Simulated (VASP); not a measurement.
Here is a VASP 6.6.1 calculation.

The input INCAR:

```
PREC     = Accurate       # precision mode
ENCUT    = 600            # plane-wave cutoff, eV
EDIFF    = 1E-7           # SCF threshold, eV
ISMEAR   = -1             # smearing method
SIGMA    = 0.05           # smearing width, eV
LREAL    = F              # projectors in reciprocal space
LASPH    = T              # aspherical terms in the spheres
NELM     = 60             # most SCF steps
ALGO     = Normal         # electronic algorithm
ISIF     = 4              # what is computed and relaxed
LWAVE    = F              # write WAVECAR
LCHARG   = F              # write CHGCAR
IBRION   = 2              # ionic algorithm
NSW      = 50             # ionic steps
EDIFFG   = -0.005         # ionic threshold
```

The input KPOINTS:

```
regular mesh
0
Gamma
  15 15 8
```

POSCAR

```
Ti
1.0
    2.7462356643      0.0000000000      0.0000000000
   -1.3731178321      2.3783098500      0.0000000000
    0.0000000000      0.0000000000      4.3406275188
Ti
2
Direct
    0.3333333333      0.6666666667      0.2500000000
    0.6666666667      0.3333333333      0.7500000000
```

Potentials or basis: VASP PAW LDA potentials, release 64 (Ti_sv).

Launch:

```sh
$ cat potpaw_LDA.64/Ti_sv/POTCAR > POTCAR
$ mpirun -np 1 vasp_std > vasp.out
```

**Question.** What does it give for the band gap on the k mesh?

**Answer.** Zero (bands 12 and 13 overlap by 1.29 eV).

The path:
| step | energy change (eV) | largest force (eV/Å) | pressure (GPa) | volume (Å³) |
| --- | --- | --- | --- | --- |
| 1 | 0.0000 | 0.0000 | 19.67 | 28.35 |
| 2 | -0.0007 | 0.0000 | 19.60 | 28.35 |
| 3 | -0.0008 | 0.0000 | 19.57 | 28.35 |
